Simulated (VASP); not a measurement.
# In3Sb (P4/mmm) in VASP: further runs

The runs below take In3Sb through single point, with PBEsol+D3(BJ).

Program: VASP 6.6.1. These are calculated values, not measurements. Logs are shortened: lines on timing, memory, paths and dates and some standing lists are left out, and cuts for length are marked.

### Step 1. The cell of the first run

The structure is tetragonal, space group P4/mmm (No. 123). The conventional cell has a = 4.640 Å, b = 4.640 Å, c = 4.176 Å, α = 90.00°, β = 90.00°, γ = 90.00°. In (site symmetry mmm) has 8 In at 3.12 to 3.28 Å and 4 Sb at 3.12 Å within 4.1 Å. Within 4.1 Å of In (site symmetry 4/mmm) lie 8 In at 3.12 Å and 4 Sb at 3.28 Å. Sb (site symmetry 4/mmm) has 12 In at 3.12 to 3.28 Å within 4.1 Å.

### Step 2. Single point, PBEsol+D3(BJ) (strain -0.1000 x Voigt [0, 1, 0, 0, 0, 0])

Contents of INCAR:

```
PREC = Accurate
ENCUT = 520
EDIFF = 1E-7
ISMEAR = 0
SIGMA = 0.15
LREAL = False
LASPH = True
NELM = 100
ALGO = Fast
ISIF = 2
LWAVE = False
LCHARG = False
GGA = PS
IVDW = 12
NBANDS = 30
```

Contents of KPOINTS:

```
Automatic mesh
0
Gamma
  10 10 10
```

Contents of POSCAR:

```
In3Sb
1.0
    4.6402381084      0.0000000000      0.0000000000
    0.0000000000      4.1762142976      0.0000000000
    0.0000000000      0.0000000000      4.6402381084
In Sb
3 1
Direct
    0.5000000000      0.5000000000      0.0000000000
    0.5000000000      0.0000000000      0.5000000000
    0.0000000000      0.5000000000      0.5000000000
    0.0000000000      0.0000000000      0.0000000000
```

Potentials or basis: VASP PAW PBE potentials, release 64 (In_d, Sb).

Launch:

```
> cat potpaw_PBE.64/In_d/POTCAR potpaw_PBE.64/Sb/POTCAR > POTCAR
> mpirun -np 1 vasp_std > vasp.out
```

OUTCAR:

```text
PREC = Accurate
   ENCUT = 520
   EDIFF = 1E-7
   ISMEAR = 0
   LREAL = False
   LASPH = True
   NELM = 100
   ISIF = 2
   GGA = PS
   IVDW = 12
 IVDW          = 12

 ion  position               nearest neighbor table
   1  0.500  0.500  0.000-   2 3.12   4 3.12   2 3.12   2 3.12   4 3.12   2 3.12   4 3.12   4 3.12
                             3 3.28   3 3.28   3 3.28   3 3.28
   2  0.500  0.000  0.500-   1 3.12   3 3.12   1 3.12   1 3.12   3 3.12   1 3.12   3 3.12   3 3.12
                             4 3.28   4 3.28   4 3.28   4 3.28
   3  0.000  0.500  0.500-   2 3.12   4 3.12   4 3.12   2 3.12   4 3.12   4 3.12   2 3.12   2 3.12
                             1 3.28   1 3.28   1 3.28   1 3.28
   4  0.000  0.000  0.000-   1 3.12   3 3.12   3 3.12   1 3.12   3 3.12   3 3.12   1 3.12   1 3.12
                             2 3.28   2 3.28   2 3.28   2 3.28

  LATTYP: Found a simple tetragonal cell.
 ALAT       =     4.6402381084
 C/A-ratio  =     0.9000000000

  Lattice vectors:

 A1 = (  -4.6402381084,   0.0000000000,   0.0000000000)
 A2 = (   0.0000000000,   0.0000000000,   4.6402381084)
 A3 = (   0.0000000000,   4.1762142976,   0.0000000000)

Analysis of symmetry for initial positions (statically):
=====================================================================
 Subroutine PRICEL returns:
 Original cell was already a primitive cell.

 Routine SETGRP: Setting up the symmetry group for a
 simple tetragonal supercell.

 Subroutine GETGRP returns: Found 16 space group operations
 (whereof 16 operations were pure point group operations)
 out of a pool of 16 trial point group operations.

The static configuration has the point symmetry D_4h.

Analysis of symmetry for dynamics (positions and initial velocities):
=====================================================================
 Subroutine PRICEL returns:
 Original cell was already a primitive cell.

 Routine SETGRP: Setting up the symmetry group for a
 simple tetragonal supercell.

 Subroutine GETGRP returns: Found 16 space group operations
 (whereof 16 operations were pure point group operations)
 out of a pool of 16 trial point group operations.

The dynamic configuration has the point symmetry D_4h.

 Subroutine INISYM returns: Found 16 space group operations
 (whereof 16 operations are pure point group operations),
 and found     1 'primitive' translations

----------------------------------------------------------------------------------------

                                     Primitive cell
[... 97 lines left out ...]
   EDIFFG = 0.1E-05   stopping-criterion for IOM
   NSW    =      0    number of steps for IOM
   IBRION =     -1    ionic relax: 0-MD 1-quasi-New 2-CG
   NFREE  =      0    steps in history (QN), initial steepest desc. (CG)
   ISIF   =      2    stress and relaxation
   ISYM   =      2    0-nonsym 1-usesym 2-fastsym
   POTIM  = 0.5000    time-step for ionic-motion
   TEBEG  =    0.0;   TEEND  =   0.0 temperature during run
   PSTRESS=    0.0 pullay stress
   NELECT =      44.0000    total number of electrons
   NUPDOWN=      -1.0000    fix difference up-down
   EMIN   =  10.00;   EMAX   =-10.00  energy-range for DOS
   EFERMI =   0.00;   METHOD = LEGACY
   ISMEAR =     0;   SIGMA  =   0.15  broadening in eV -4-tet -1-fermi 0-gaus
   EFERMI_NEDOS =   21; number of points for ismear=-14 and -15
   IALGO  =     68    algorithm
   IMIX   =      4    mixing-type and parameters
     AMIX     =   0.40;   BMIX     =  1.00
     AMIX_MAG =   1.60;   BMIX_MAG =  1.00
  volume/ion in A,a.u.               =      22.48       151.70
  Fermi-wavevector in a.u.,A,eV,Ry     =   1.290044  2.437830 22.643010  1.664214
  Thomas-Fermi vector in A             =   2.421900
   LORBIT       =      0    0 simple, 1 ext, 2 COOP (PROOUT), +10 PAW based schemes
   GGA     = PS    functional components
   LHFCALC =     F    Hartree Fock is set to
   AEXX    =    0.0000 exact exchange contribution
   IVDW    =    12    specifies the selected vdW correction
   LEPSILON=     F    determine dielectric tensor
   LRPA    =     F    only Hartree local field effects (RPA)
 non-spin polarized calculation
 RMM-DIIS sequential band-by-band and
 Gauss-broadening in eV      SIGMA  =   0.15
  energy-cutoff  :      520.00
  volume of cell :       89.92
 maximum number of plane-waves:      2447
 NGX is ok and might be reduce to    36
   NGX = 17   NGY = 15   NGZ = 17

 number of electron      43.9999969 magnetization

 Free energy of the ion-electron system (eV)
  ---------------------------------------------------
  ext. energy  EPLUGINS =         0.00000000
  ---------------------------------------------------
  free energy    TOTEN  =       -13.01233808 eV

  energy without entropy =      -12.99023062  energy(sigma->0) =      -13.00128435

 E-fermi :   9.6551     XC(G=0): -11.1418

 val. band max:        9.6526461072   @ k =   0.4000   0.3000   0.3000
 cond. band min:       9.6661866546   @ k =   0.3000   0.0000   0.0000
 fundamental gap:      0.0135405474
 Fermi energy:         9.6551440952

 k-point     1 :       0.0000    0.0000    0.0000
  band No.  band energies     occupation
      1      -5.3949      2.00000
      2      -5.3711      2.00000
      3      -5.3711      2.00000
      4      -5.3034      2.00000
      5      -5.1914      2.00000
      6      -5.1282      2.00000
[... 781 lines left out ...]
     29      15.4750      0.00000
     30      16.3447      0.00000

 [... further k-points ...]

------------------------ aborting loop because EDIFF is reached ----------------------------------------

 Edisp (eV)   -1.85670

 E8    (eV) :    -1.3256

  FORCE on cell =-STRESS in cart. coord.  units (eV):
  Direction    XX          YY          ZZ          XY          YZ          ZX
  --------------------------------------------------------------------------------------
  -------------------------------------------------------------------------------------
  Total       4.38391     3.93075     4.38391     0.00000    -0.00000     0.00000
  in kB      78.11032    70.03624    78.11032     0.00000    -0.00000     0.00000
  external pressure =       75.42 kB  Pullay stress =        0.00 kB

 VOLUME and BASIS-vectors are now :
 -----------------------------------------------------------------------------
  energy-cutoff  :      520.00
  volume of cell :       89.92
      direct lattice vectors                 reciprocal lattice vectors
     4.640238108  0.000000000  0.000000000     0.215506182  0.000000000  0.000000000
     0.000000000  4.176214298  0.000000000     0.000000000  0.239451314  0.000000000
     0.000000000  0.000000000  4.640238108     0.000000000  0.000000000  0.215506182

 POSITION                                       TOTAL-FORCE (eV/Angst)
 -----------------------------------------------------------------------------------
      2.32012      2.08811      0.00000         0.000000      0.000000      0.000000
      2.32012      0.00000      2.32012         0.000000      0.000000      0.000000
      0.00000      2.08811      2.32012         0.000000      0.000000      0.000000
      0.00000      0.00000      0.00000         0.000000      0.000000      0.000000
 -----------------------------------------------------------------------------------
    total drift:                                0.000000      0.000000      0.000000

  FREE ENERGIE OF THE ION-ELECTRON SYSTEM (eV)
  ---------------------------------------------------
  free  energy   TOTEN  =       -14.8690369205 eV

  energy  without entropy=      -14.8469294637  energy(sigma->0) =      -14.85798319
```

Wall time 3.7 min (1 thread of Intel Xeon 6975P-C (Granite Rapids), shared host); peak memory 0.4 GiB.

Results:

```yaml
Free_energy: -14.8690 eV
Pressure: 7.5 GPa
Band_gap_on_the_k_mesh: zero (band 22 reaches 11.39 eV, above the bottom of band 23 at 5.48 eV)
Dispersion_energy_per_atom: -0.464 eV
```

Caveat: the cell differs from its parent crystal (strain -0.1000 x Voigt [0, 1, 0, 0, 0, 0]); the PAW data sets were made with another functional, which shifts forces and pressure a little; spin-orbit coupling is left out, which moves the levels of the heavy elements; pairwise dispersion overbinds metals, which lowers pressure and volume.

### Step 3. Single point, PBEsol+D3(BJ) (strain -0.0750 x Voigt [0, 1, 0, 0, 0, 0])

Contents of INCAR:

```
SYSTEM = In3Sb
PREC = Accurate
ENCUT = 520
EDIFF = 1E-6
ISMEAR = 0
SIGMA = 0.15
LREAL = .False.
LASPH = .True.
NELM = 100
ALGO = Fast
ISIF = 2
LWAVE = .False.
LCHARG = .True.
GGA = PS
IVDW = 12
LELF = .True.
LVHAR = .True.
NBANDS = 30
```

Contents of KPOINTS:

```
Automatic mesh
0
Gamma
  10 10 10
  0 0 0
```

Changes to POSCAR since step 2:

```diff
@@ -3,3 +3,3 @@
     4.6402381084      0.0000000000      0.0000000000
-    0.0000000000      4.1762142976      0.0000000000
+    0.0000000000      4.2922202503      0.0000000000
     0.0000000000      0.0000000000      4.6402381084
```

Potentials or basis: VASP PAW PBE potentials, release 64 (In_d, Sb).

Launch:

```
> cat potpaw_PBE.64/In_d/POTCAR potpaw_PBE.64/Sb/POTCAR > POTCAR
> mpirun -np 1 vasp_std > vasp.out
```

Run time: 2.9 min. Hardware: 1 thread of Intel Xeon 6975P-C (Granite Rapids), shared host; peak memory 0.41 GiB.

The run converged. Its results:

| Property | Result |
| --- | --- |
| Free energy | -14.9580 eV |
| Pressure | 5.1 GPa |
| Band gap on the k mesh | zero (band 22 reaches 10.66 eV, above the bottom of band 23 at 5.24 eV) |
| Dispersion energy per atom | -0.451 eV |

Stress tensor (GPa, compression positive):
```
5.39 0.00 0.00
0.00 4.47 0.00
0.00 0.00 5.39
```

Levels at points of the mesh, in eV from the Fermi level:
| k point | band 19 | band 20 | band 21 | band 22 | band 23 | band 24 | band 25 | band 26 |
| --- | --- | --- | --- | --- | --- | --- | --- | --- |
| (0.00, 0.00, 0.00) | -3.94 | -3.10 | -2.67 | -1.51 | 2.23 | 2.23 | 2.73 | 4.31 |
| (0.50, 0.00, 0.00) | -2.40 | -1.58 | -1.44 | -0.99 | -0.03 | 0.59 | 1.03 | 5.17 |
| (0.00, 0.50, 0.00) | -1.99 | -1.99 | -1.62 | -0.64 | -0.64 | -0.24 | 0.43 | 4.71 |
| (0.50, 0.50, 0.00) | -6.43 | -0.89 | -0.46 | 0.28 | 0.34 | 1.19 | 1.31 | 1.33 |
| (0.50, 0.00, 0.50) | -6.74 | -0.42 | 0.54 | 1.42 | 1.42 | 1.90 | 1.90 | 2.39 |
| (0.50, 0.50, 0.50) | -5.01 | -4.67 | -4.67 | -4.60 | -4.01 | 5.83 | 5.83 | 7.09 |

Caveat: the cell differs from its parent crystal (strain -0.0750 x Voigt [0, 1, 0, 0, 0, 0]); the PAW data sets were made with another functional, which shifts forces and pressure a little; spin-orbit coupling is left out, which moves the levels of the heavy elements; pairwise dispersion overbinds metals, which lowers pressure and volume.
